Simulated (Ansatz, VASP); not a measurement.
**One calculation of Ge, two programs**

```xyz
2
Lattice="0.0000 2.8287 2.8852 2.8287 0.0000 2.8852 2.8287 2.8287 0.0000" Properties=species:S:1:pos:R:3 pbc="T T T"
Ge    0.0000    0.0000    0.0000
Ge    1.4143    1.4143    1.4426
```

Change from the starting cell: z stretched by +2 %, ions relaxed.

Alike in both runs: functional PBE; k mesh 14 × 14 × 14; occupations fermi-dirac, width 0.05 eV; no spin polarisation.

Ansatz relaxed the structure, and its values are those at the end. VASP's run is a single point on that final structure, the one shown.

|  | VASP | Ansatz |
| --- | --- | --- |
| version | VASP 6.6.1 | Ansatz 0.2.0 |
| potentials or method | VASP PAW PBE potentials, release 64 (Ge_d) | plane-wave PAW, scalar-relativistic |
| plane-wave cutoff (eV) | 520 | 420 |
| valence electrons in the cell | 28 | 28 |

```csv
,VASP,Ansatz,Ansatz less VASP
pressure (GPa),2.1,2.2,+0.11
```

Ansatz's warnings: stress scf threshold loose.
